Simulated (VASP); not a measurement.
# GaN (Fm-3m) in VASP: further runs

The runs below take GaN through single point, with LDA, PBE.

Everything below comes from runs of VASP 6.6.1. Logs are shortened: lines on timing, memory, paths and dates and some standing lists are left out, and cuts for length are marked.

### 1 The cell of the first run

Symmetry: Fm-3m, No. 225, cubic system. Conventional cell: a = 4.217 Å, b = 4.217 Å, c = 4.217 Å, α = 90.00°, β = 90.00°, γ = 90.00°. Ga (site symmetry m-3m) has 6 N at 2.11 Å within 2.8 Å. N (site symmetry m-3m) has 6 Ga at 2.11 Å within 2.8 Å.

### 2 Single point, LDA

Input file INCAR:

```
SYSTEM = GaN
ALGO     = Normal         ! electronic algorithm
EDIFF    = 1E-7           ! SCF threshold, eV
ENCUT    = 520            ! plane-wave cutoff, eV
GGA      = CA             ! functional
ISIF     = 2              ! what is computed and relaxed
ISMEAR   = 0              ! smearing method
LASPH    = .TRUE.         ! aspherical terms in the spheres
LCHARG   = .TRUE.         ! write CHGCAR
LELF     = .TRUE.         ! ELF
LREAL    = .FALSE.        ! projectors in reciprocal space
LVHAR    = .TRUE.       
LWAVE    = .FALSE.        ! write WAVECAR
NBANDS   = 16             ! bands
NELM     = 100            ! most SCF steps
PREC     = Accurate       ! precision mode
SIGMA    = 0.01           ! smearing width, eV
```

Input file KPOINTS:

```
k-points
0
G
  6 6 6
  0 0 0
```

Input file POSCAR:

```
GaN
1.0
    0.0000000000      2.1085152362      2.1085152362
    2.1085152362      0.0000000000      2.1085152362
    2.1085152362      2.1085152362      0.0000000000
Ga N
1 1
Direct
    0.0000000000      0.0000000000      0.0000000000
    0.5000000000      0.5000000000      0.5000000000
```

Potentials or basis: VASP PAW LDA potentials, release 64 (Ga_d, N).

On the command line:

```console
$ cat potpaw_LDA.64/Ga_d/POTCAR potpaw_LDA.64/N/POTCAR > POTCAR
$ mpirun -np 1 vasp_std > vasp.out
```

OUTCAR:

```text
SYSTEM = GaN
   EDIFF = 1E-7
   ENCUT = 520
   GGA = CA
   ISIF = 2
   ISMEAR = 0
   LASPH = .TRUE.
   LREAL = .FALSE.
   NELM = 100
   PREC = Accurate

 ion  position               nearest neighbor table
   1  0.000  0.000  0.000-   2 2.11   2 2.11   2 2.11   2 2.11   2 2.11   2 2.11
   2  0.500  0.500  0.500-   1 2.11   1 2.11   1 2.11   1 2.11   1 2.11   1 2.11

  LATTYP: Found a face centered cubic cell.
 ALAT       =     4.2170304724

  Lattice vectors:

 A1 = (   0.0000000000,   2.1085152362,   2.1085152362)
 A2 = (   2.1085152362,   0.0000000000,   2.1085152362)
 A3 = (   2.1085152362,   2.1085152362,   0.0000000000)

Analysis of symmetry for initial positions (statically):
=====================================================================
 Subroutine PRICEL returns:
 Original cell was already a primitive cell.

 Routine SETGRP: Setting up the symmetry group for a
 face centered cubic supercell.

 Subroutine GETGRP returns: Found 48 space group operations
 (whereof 48 operations were pure point group operations)
 out of a pool of 48 trial point group operations.

The static configuration has the point symmetry O_h .

Analysis of symmetry for dynamics (positions and initial velocities):
=====================================================================
 Subroutine PRICEL returns:
 Original cell was already a primitive cell.

 Routine SETGRP: Setting up the symmetry group for a
 face centered cubic supercell.

 Subroutine GETGRP returns: Found 48 space group operations
 (whereof 48 operations were pure point group operations)
 out of a pool of 48 trial point group operations.

The dynamic configuration has the point symmetry O_h .

 Subroutine INISYM returns: Found 48 space group operations
 (whereof 48 operations are pure point group operations),
 and found     1 'primitive' translations

----------------------------------------------------------------------------------------

                                     Primitive cell

  volume of cell :      18.7482

  direct lattice vectors                    reciprocal lattice vectors
     0.000000000  2.108515236  2.108515236    -0.237133691  0.237133691  0.237133691
     2.108515236  0.000000000  2.108515236     0.237133691 -0.237133691  0.237133691
     2.108515236  2.108515236  0.000000000     0.237133691  0.237133691 -0.237133691

  length of vectors
     2.981890844  2.981890844  2.981890844     0.410727601  0.410727601  0.410727601

  position of ions in fractional coordinates (direct lattice)
     0.000000000  0.000000000  0.000000000
     0.500000000  0.500000000  0.500000000

  ion indices of the primitive-cell ions
   primitive index   ion index
                 1           1
                 2           2

----------------------------------------------------------------------------------------

 KPOINTS: k-points

Automatic generation of k-mesh.
 Grid dimensions read from file:
 generate k-points for:    6    6    6

 Generating k-lattice:

  Cartesian coordinates                     Fractional coordinates (reciprocal lattice)
    -0.039522282  0.039522282  0.039522282     0.166666667  0.000000000  0.000000000
     0.039522282 -0.039522282  0.039522282     0.000000000  0.166666667  0.000000000
     0.039522282  0.039522282 -0.039522282     0.000000000  0.000000000  0.166666667

  Length of vectors
     0.068454600  0.068454600  0.068454600

  Shift w.r.t. Gamma in fractional coordinates (k-lattice)
     0.000000000  0.000000000  0.000000000

 Subroutine IBZKPT returns following result:
 ===========================================

 Found     16 irreducible k-points:

 Following reciprocal coordinates:
            Coordinates               Weight
  0.000000  0.000000  0.000000      1.000000
  0.166667  0.000000  0.000000      8.000000
  0.333333  0.000000  0.000000      8.000000
  0.500000  0.000000  0.000000      4.000000
  0.166667  0.166667  0.000000      6.000000
  0.333333  0.166667  0.000000     24.000000
[... 8 lines left out ...]
 -0.333333  0.333333  0.166667     24.000000
 -0.333333  0.500000  0.166667     12.000000
   k-points           NKPTS =     16   k-points in BZ     NKDIM =     16   number of bands    NBANDS=     16
   number of dos      NEDOS =    301   number of ions     NIONS =      2
   total plane-waves  NPLWV =  13824
   dimension x,y,z NGX =    24 NGY =   24 NGZ =   24
   dimension x,y,z NGXF=    48 NGYF=   48 NGZF=   48
   ions per type =               1   1
   NGX,Y,Z   is equivalent  to a cutoff of  13.38, 13.38, 13.38 a.u.
   NGXF,Y,Z  is equivalent  to a cutoff of  26.76, 26.76, 26.76 a.u.
 SYSTEM =  GaN
   PREC   = accura    normal or accurate (medium, high low for compatibility)
   ISTART =      0    job   : 0-new  1-cont  2-samecut
   ICHARG =      2    charge: 1-file 2-atom 10-const
   ISPIN  =      1    spin polarized calculation?
   LNONCOLLINEAR =      F non collinear calculations
   LSORBIT =      F    spin-orbit coupling
   LASPH  =      T    aspherical Exc in radial PAW
   ENCUT  =  520.0 eV  38.22 Ry    6.18 a.u.   5.54  5.54  5.54*2*pi/ulx,y,z
   NELM   =    100;   NELMIN=  2; NELMDL= -5     # of ELM steps
   EDIFF  = 0.1E-06   stopping-criterion for ELM
   LREAL  =      F    real-space projection
   EDIFFG = 0.1E-05   stopping-criterion for IOM
   NSW    =      0    number of steps for IOM
   IBRION =     -1    ionic relax: 0-MD 1-quasi-New 2-CG
   NFREE  =      0    steps in history (QN), initial steepest desc. (CG)
   ISIF   =      2    stress and relaxation
   ISYM   =      2    0-nonsym 1-usesym 2-fastsym
   POTIM  = 0.5000    time-step for ionic-motion
   TEBEG  =    0.0;   TEEND  =   0.0 temperature during run
   PSTRESS=    0.0 pullay stress
   NELECT =      18.0000    total number of electrons
   NUPDOWN=      -1.0000    fix difference up-down
   EMIN   =  10.00;   EMAX   =-10.00  energy-range for DOS
   EFERMI =   0.00;   METHOD = LEGACY
   ISMEAR =     0;   SIGMA  =   0.01  broadening in eV -4-tet -1-fermi 0-gaus
   EFERMI_NEDOS =   21; number of points for ismear=-14 and -15
   IALGO  =     38    algorithm
   IMIX   =      4    mixing-type and parameters
     AMIX     =   0.40;   BMIX     =  1.00
     AMIX_MAG =   1.60;   BMIX_MAG =  1.00
  volume/ion in A,a.u.               =       9.37        63.26
  Fermi-wavevector in a.u.,A,eV,Ry     =   1.615024  3.051952 35.488101  2.608302
  Thomas-Fermi vector in A             =   2.709838
   LORBIT       =      0    0 simple, 1 ext, 2 COOP (PROOUT), +10 PAW based schemes
   GGA     = CA    functional components
   LHFCALC =     F    Hartree Fock is set to
   AEXX    =    0.0000 exact exchange contribution
   IVDW    =     0    specifies the selected vdW correction
   LEPSILON=     F    determine dielectric tensor
   LRPA    =     F    only Hartree local field effects (RPA)
 non-spin polarized calculation
 Gauss-broadening in eV      SIGMA  =   0.01
  energy-cutoff  :      520.00
  volume of cell :       18.75
 maximum number of plane-waves:       531
 NGX is ok and might be reduce to    24
   NGX = 11   NGY = 11   NGZ = 11

 number of electron      18.0000008 magnetization

 Free energy of the ion-electron system (eV)
  ---------------------------------------------------
  ext. energy  EPLUGINS =         0.00000000
  ---------------------------------------------------
  free energy    TOTEN  =       -13.06419127 eV

  energy without entropy =      -13.06419127  energy(sigma->0) =      -13.06419127

 E-fermi :   7.9049     XC(G=0): -13.5174

 val. band max:        7.7845241774   @ k =  -0.1667   0.1667   0.0000
 cond. band min:       8.2219864441   @ k =   0.5000   0.5000   0.0000
 fundamental gap:      0.4374622667
 Fermi energy:         7.9049130757

 k-point     1 :       0.0000    0.0000    0.0000
  band No.  band energies     occupation
      1      -9.4966      2.00000
      2      -6.3369      2.00000
      3      -6.3369      2.00000
      4      -6.3369      2.00000
      5      -6.2374      2.00000
      6      -6.2374      2.00000
[... 8 lines left out ...]
     15      23.3856      0.00000
     16      23.3856      0.00000

 k-point     2 :       0.1667    0.0000    0.0000
  band No.  band energies     occupation
      1      -8.9508      2.00000
      2      -6.3572      2.00000
      3      -6.3338      2.00000
      4      -6.3338      2.00000
      5      -6.2478      2.00000
      6      -6.2478      2.00000
[... 8 lines left out ...]
     15      24.2920      0.00000
     16      24.2920      0.00000

 k-point     3 :       0.3333    0.0000    0.0000
  band No.  band energies     occupation
      1      -7.5114      2.00000
      2      -6.4379      2.00000
      3      -6.4379      2.00000
      4      -6.3863      2.00000
      5      -6.1551      2.00000
      6      -6.1551      2.00000
[... 8 lines left out ...]
     15      27.3109      0.00000
     16      27.3109      0.00000

 k-point     4 :       0.5000    0.0000    0.0000
  band No.  band energies     occupation
      1      -6.5537      2.00000
      2      -6.4954      2.00000
      3      -6.4954      2.00000
      4      -6.2175      2.00000
      5      -6.1018      2.00000
      6      -6.1018      2.00000
[... 8 lines left out ...]
     15      30.8448      0.00000
     16      30.8448      0.00000
[... 172 lines left out ...]
 k-point    14 :       0.5000    0.3333    0.1667
  band No.  band energies     occupation
      1      -7.5993      2.00000
      2      -6.4117      2.00000
      3      -6.3482      2.00000
      4      -6.2236      2.00000
      5      -6.1326      2.00000
      6      -4.9940      2.00000
[... 8 lines left out ...]
     15      29.7178      0.00000
     16      32.0462      0.00000

 k-point    15 :      -0.3333    0.3333    0.1667
  band No.  band energies     occupation
      1      -7.5103      2.00000
      2      -6.4071      2.00000
      3      -6.3143      2.00000
      4      -6.3073      2.00000
      5      -6.0828      2.00000
      6      -3.9876      2.00000
[... 8 lines left out ...]
     15      26.4083      0.00000
     16      33.7461      0.00000

 k-point    16 :      -0.3333    0.5000    0.1667
  band No.  band energies     occupation
      1      -7.7503      2.00000
      2      -6.4375      2.00000
      3      -6.2549      2.00000
      4      -6.2036      2.00000
      5      -6.0464      2.00000
      6      -3.2375      2.00000
[... 8 lines left out ...]
     15      29.4979      0.00000
     16      35.5733      0.00000

------------------------ aborting loop because EDIFF is reached ----------------------------------------

  FORCE on cell =-STRESS in cart. coord.  units (eV):
  Direction    XX          YY          ZZ          XY          YZ          ZX
  --------------------------------------------------------------------------------------
  -------------------------------------------------------------------------------------
  Total       -0.5747227     -0.5747227     -0.5747227      0.0000000      0.0000000     -0.0000000
  in kB      -49.1143873    -49.1143873    -49.1143873      0.0000000      0.0000000     -0.0000000
  external PRESSURE =     -49.1143873 kB  Pullay stress =       0.0000000 kB

 VOLUME and BASIS-vectors are now :
 -----------------------------------------------------------------------------
  energy-cutoff  :      520.00
  volume of cell :       18.75
      direct lattice vectors                 reciprocal lattice vectors
     0.000000000  2.108515236  2.108515236    -0.237133691  0.237133691  0.237133691
     2.108515236  0.000000000  2.108515236     0.237133691 -0.237133691  0.237133691
     2.108515236  2.108515236  0.000000000     0.237133691  0.237133691 -0.237133691

 POSITION                                       TOTAL-FORCE (eV/Angst)
 -----------------------------------------------------------------------------------
      0.00000      0.00000      0.00000         0.000000      0.000000      0.000000
      2.10852      2.10852      2.10852         0.000000      0.000000     -0.000000
 -----------------------------------------------------------------------------------
    total drift:                                0.000000     -0.000000     -0.000000

  FREE ENERGIE OF THE ION-ELECTRON SYSTEM (eV)
  ---------------------------------------------------
  free  energy   TOTEN  =       -13.0641912734 eV

  energy  without entropy=      -13.0641912734  energy(sigma->0) =      -13.06419127
```

It took 3.7 s on 1 thread of AMD EPYC 9R45 (Zen 5), shared host; peak memory 0.1 GiB.

Results:

```yaml
Free_energy: -13.0642 eV
Pressure: -4.9 GPa
Band_gap_on_the_k_mesh: 0.44 eV, indirect (least direct gap 2.91 eV)
```

Levels at points of the mesh, in eV from the valence-band top:
```
           k point  band 6  band 7  band 8  band 9  band 10  band 11  band 12  band 13
(0.00, 0.00, 0.00)  -14.02   -0.54   -0.54   -0.54     2.37    14.67    14.67    14.67
(0.50, 0.00, 0.00)  -13.89   -8.40   -0.18   -0.18     4.68     8.91     8.91     9.31
(0.50, 0.50, 0.00)  -10.86   -7.25   -3.11   -3.11     0.44     7.75    11.83    14.34
```

Caveat: the k points lie up to 0.43 Å⁻¹ apart. A k mesh can miss the band edges.

### 3 Single point, PBE

Input file INCAR:

```
PREC = Accurate
ENCUT = 520
EDIFF = 1E-6
ISMEAR = 0
SIGMA = 0.01
LREAL = False
LASPH = True
NELM = 80
ALGO = Normal
ISIF = 2
LWAVE = False
LCHARG = False
GGA = PE
NBANDS = 16
```

Input file KPOINTS:

```
regular mesh
0
Gamma
  6 6 6
```

POSCAR is that of step 2.

Potentials or basis: VASP PAW PBE potentials, release 64 (Ga_d, N).

On the command line:

```console
$ cat potpaw_PBE.64/Ga_d/POTCAR potpaw_PBE.64/N/POTCAR > POTCAR
$ mpirun -np 1 vasp_std > vasp.out
```

Run time: 4.1 s. Hardware: 1 thread of AMD EPYC 9R45 (Zen 5), shared host; peak memory 0.1 GiB.

The run converged. Its results:

```yaml
Free_energy: -11.1725 eV
Pressure: 8.9 GPa
Band_gap_on_the_k_mesh: 0.62 eV, indirect (least direct gap 2.83 eV)
```

Levels at points of the mesh, in eV from the valence-band top:
```
           k point  band 7  band 8  band 9  band 10  band 11  band 12
(0.00, 0.00, 0.00)   -0.53   -0.53   -0.53     2.30    14.74    14.74
(0.50, 0.00, 0.00)   -8.30   -0.18   -0.18     4.71     9.12     9.12
(0.50, 0.50, 0.00)   -7.19   -3.08   -3.08     0.62     7.82    11.98
```

Caveat: the k points lie up to 0.43 Å⁻¹ apart. A k mesh can miss the band edges.

### 4 Single point, PBE

Input file INCAR:

```
PREC     = Accurate       # precision mode
ENCUT    = 520            # plane-wave cutoff, eV
EDIFF    = 1E-6           # SCF threshold, eV
ISMEAR   = 0              # smearing method
SIGMA    = 0.01           # smearing width, eV
LREAL    = F              # projectors in reciprocal space
LASPH    = T              # aspherical terms in the spheres
NELM     = 60             # most SCF steps
ALGO     = Normal         # electronic algorithm
ISIF     = 2              # what is computed and relaxed
LWAVE    = F              # write WAVECAR
LCHARG   = T              # write CHGCAR
GGA      = PE             # functional
LELF     = T              # ELF
LVHAR    = T            
NBANDS   = 16             # bands
```

Input file KPOINTS:

```
Automatic mesh
0
Gamma
  8 8 8
```

POSCAR is that of step 3.

On the command line:

```console
$ cat potpaw_PBE.64/Ga_d/POTCAR potpaw_PBE.64/N/POTCAR > POTCAR
$ mpirun -np 1 vasp_std > vasp.out
```

It took 6.6 s on 1 thread of AMD EPYC 9R45 (Zen 5), shared host; peak memory 0.11 GiB.

It converged, with:

```
Free energy            : -11.1838 eV
Pressure               : 9.1 GPa
Band gap on the k mesh : 0.65 eV, indirect (least direct gap 2.83 eV)
```

Levels at points of the mesh, in eV from the valence-band top:
```tsv
k point	band 7	band 8	band 9	band 10	band 11	band 12
(0.00, 0.00, 0.00)	-0.50	-0.50	-0.50	2.33	14.78	14.78
(0.50, 0.00, 0.00)	-8.27	-0.15	-0.15	4.74	9.15	9.15
(0.50, 0.50, 0.00)	-7.16	-3.05	-3.05	0.65	7.85	12.01
```

### 5 Summary

```csv
level,potentials or basis,k mesh,gap on the mesh (eV),pressure (GPa)
LDA,"VASP PAW LDA potentials, release 64 (Ga_d, N)",6 × 6 × 6,0.44,-4.9
PBE,"VASP PAW PBE potentials, release 64 (Ga_d, N)",6 × 6 × 6,0.62,8.9
PBE,"VASP PAW PBE potentials, release 64 (Ga_d, N)",8 × 8 × 8,0.65,9.1
```

Alike in all rows: task single point; no spin polarisation; cell as given; cutoff (eV) 520; smearing gaussian 0.01 eV.

Caveats: some runs use coarse meshes.

Absolute energies hang on the potentials; compare differences alone.
